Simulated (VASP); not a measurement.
TaCuN2, 4 atoms in the cell. The structure is trigonal, space group R-3m (No. 166). Conventional cell: a = 3.045 Å, b = 3.045 Å, c = 17.139 Å, α = 90.00°, β = 90.00°, γ = 120.00°. Ta (site symmetry -3m) has 6 N at 2.06 Å within 2.7 Å. Within 2.4 Å of Cu (site symmetry -3m) lie 2 N at 1.79 Å. N (site symmetry 3m) has 1 Cu at 1.79 Å and 3 Ta at 2.06 Å within 2.4 Å. 

```yaml
Program: VASP 6.6.1
Task: single point
Functional: PBEsol
Potentials_or_basis: VASP PAW PBE potentials, release 64 (Ta_pv, Cu, N)
Cutoff: 520 eV
k_mesh: 12 × 12 × 12
Occupations: gaussian, width 0.01 eV
Spin: no spin polarisation
Dipole_correction: no
Further_INCAR_settings: ALGO = Normal; EDIFF = 1e-06; NBANDS = 24
```

Potentials or basis: VASP PAW PBE potentials, release 64 (Ta_pv, Cu, N).

The run is started by

```console
$ cat potpaw_PBE.64/Ta_pv/POTCAR potpaw_PBE.64/Cu/POTCAR potpaw_PBE.64/N/POTCAR > POTCAR
$ mpirun -np 1 vasp_std > vasp.out
```

Hardware: 1 thread of Oxide Virtual Turin-like Processor (shared host).

How long does it take, and how much memory?

Wall time 14 min on 1 thread of Oxide Virtual Turin-like Processor, on a shared host, peak memory 0.44 GiB. Counts: scf iterations 16, k points 189.
